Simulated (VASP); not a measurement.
Here is a VASP 6.6.1 calculation.

INCAR

```
ALGO = Normal ; EDIFF = 1E-6
ENCUT = 520 ; ISIF = 2
ISMEAR = -5 ; LASPH = T
LCHARG = T ; LELF = T
LREAL = F ; LVHAR = T
LWAVE = F ; NBANDS = 9
NELM = 100 ; PREC = Accurate
SIGMA = 0.1
```

KPOINTS

```
k-points
0
Gamma
  4 4 4
```

File POSCAR:

```
LiH
1.0
    0.0000000000      2.0086193919      2.0086193919
    2.0086193919      0.0000000000      2.0086193919
    2.0086193919      2.0086193919      0.0000000000
Li H
1 1
Direct
    0.0000000000      0.0000000000      0.0000000000
    0.5000000000      0.5000000000      0.5000000000
```

Potentials or basis: VASP PAW LDA potentials, release 64 (Li_sv, H).

Run with:

```sh
$ cat potpaw_LDA.64/Li_sv/POTCAR potpaw_LDA.64/H/POTCAR > POTCAR
$ mpirun -np 1 vasp_std > vasp.out
```

Predict the band gap on the k mesh.

2.59 eV, direct.

Caveat: the k points lie up to 0.68 Å⁻¹ apart. A k mesh can miss the band edges.
